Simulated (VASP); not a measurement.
Crystal: TiAl.

```
Ti Al
1.0
     2.86726    0.00000    0.00000
    -1.43363    2.48312    0.00000
     0.00000    0.00000    4.67808
Ti Al
1 1
Direct
  0.00000 0.00000 0.00000
  0.33333 0.66667 0.50000
```

Program: VASP 6.6.1. Alike in all runs: task single point; no spin polarisation; cell as given; k mesh 11 × 11 × 6; cutoff (eV) 520; smearing fermi-dirac 0.05 eV.

Q: Order these runs on this cell by their pressure, lowest first.
A. level BLYP; potentials or basis VASP PAW PBE potentials, release 64 (Ti_sv, Al)
B. level LDA; potentials or basis VASP PAW LDA potentials, release 64 (Ti_sv, Al)
C. level PBEsol; potentials or basis VASP PAW PBE potentials, release 64 (Ti_sv, Al)

A: B (-6.0 GPa), C (-2.8 GPa), A (3.3 GPa).

Caveats: the PAW data sets were made with another functional, which shifts forces and pressure a little (some runs).
